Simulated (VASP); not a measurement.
Set up this calculation in VASP 6.6.1, as the native input.

- Task: single point
- Functional: PBE
- Potentials or basis: VASP PAW PBE potentials, release 64 (Rh_pv)
- Cutoff: 520 eV
- k mesh: 26 × 26 × 26
- Occupations: gaussian, width 0.15 eV
- Spin: no spin polarisation
- Dipole correction: no
- Further INCAR settings: ALGO = Fast; EDIFF = 1e-06; NBANDS = 14

The structure of Rh lies in POSCAR:

```
Rh
1.0
    0.0000000000      1.8670912766      1.9149654119
    1.8670912766      0.0000000000      1.9149654119
    1.8670912766      1.8670912766      0.0000000000
Rh
1
Direct
    0.0000000000      0.0000000000      0.0000000000
```

This cell differs from its parent crystal: strain -0.025 along x and y, +0.000 along z.

The input as run:

INCAR

```
SYSTEM = Rh
PREC     = Accurate       ! precision mode
ENCUT    = 520            ! plane-wave cutoff, eV
EDIFF    = 1E-6           ! SCF threshold, eV
ISMEAR   = 0              ! smearing method
SIGMA    = 0.15           ! smearing width, eV
LREAL    = .FALSE.        ! projectors in reciprocal space
LASPH    = .TRUE.         ! aspherical terms in the spheres
NELM     = 60             ! most SCF steps
ALGO     = Fast           ! electronic algorithm
ISIF     = 2              ! what is computed and relaxed
LWAVE    = .FALSE.        ! write WAVECAR
LCHARG   = .TRUE.         ! write CHGCAR
GGA      = PE             ! functional
LELF     = .TRUE.         ! ELF
LVHAR    = .TRUE.       
NBANDS   = 14             ! bands
```

KPOINTS

```
regular mesh
0
G
  26 26 26
  0 0 0
```

Potentials or basis: VASP PAW PBE potentials, release 64 (Rh_pv).

Run with:

```bash
$ cat potpaw_PBE.64/Rh_pv/POTCAR > POTCAR
$ mpirun -np 1 vasp_std > vasp.out
```

It gave:

```
Pressure               : 15.1 GPa
Band gap on the k mesh : zero (an odd number of electrons rules out a gap without spin polarisation)
```

Caveat: the cell differs from its parent crystal (strain -0.025 along x and y, +0.000 along z); the stress differs along the axes, from 10 to 17 GPa.

Wall time 2.2 min on 1 thread of AMD EPYC 9R45 96-Core Processor (Zen 5), with other jobs on the host, peak memory 0.29 GiB.
